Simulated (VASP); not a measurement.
The system is Mo.

```
Mo
1.0
    -1.58381    1.58381    1.58381
     1.58381   -1.58381    1.58381
     1.58381    1.58381   -1.58381
Mo
1
Direct
  0.00000 0.00000 0.00000
```

| Quantity | Value |
| --- | --- |
| Program | VASP 6.6.1 |
| Task | relaxation of cell and atoms |
| Functional | r2SCAN |
| Potentials or basis | VASP PAW PBE potentials, release 64 (Mo_sv) |
| Cutoff | 600 eV |
| k mesh | 12 × 12 × 12 |
| Occupations | fermi-dirac, width 0.05 eV |
| Spin | no spin polarisation |

At the start: pressure -3.5 GPa; volume 15.89 Å³/atom.

How do energy, volume and symmetry change on relaxing?

Over 3 steps the energy falls by 2.3 meV/atom and the volume is 15.69 Å³/atom (-1.3 %); space group Im-3m (No. 229, to 0.1 Å) before and after.

The path:
```tsv
step	energy change (eV)	largest force (eV/Å)	pressure (GPa)	volume (Å³)
1	0.0000	0.0000	-3.47	15.89
2	0.0170	0.0000	11.11	15.11
3	-0.0023	0.0000	-0.04	15.69
```

Final structure:
```
Mo
1.0
    -1.57707    1.57707    1.57707
     1.57707   -1.57707    1.57707
     1.57707    1.57707   -1.57707
Mo
1
Direct
  0.00000 0.00000 0.00000
```

Caveat: the PAW data sets were made with another functional, which shifts forces and pressure a little.
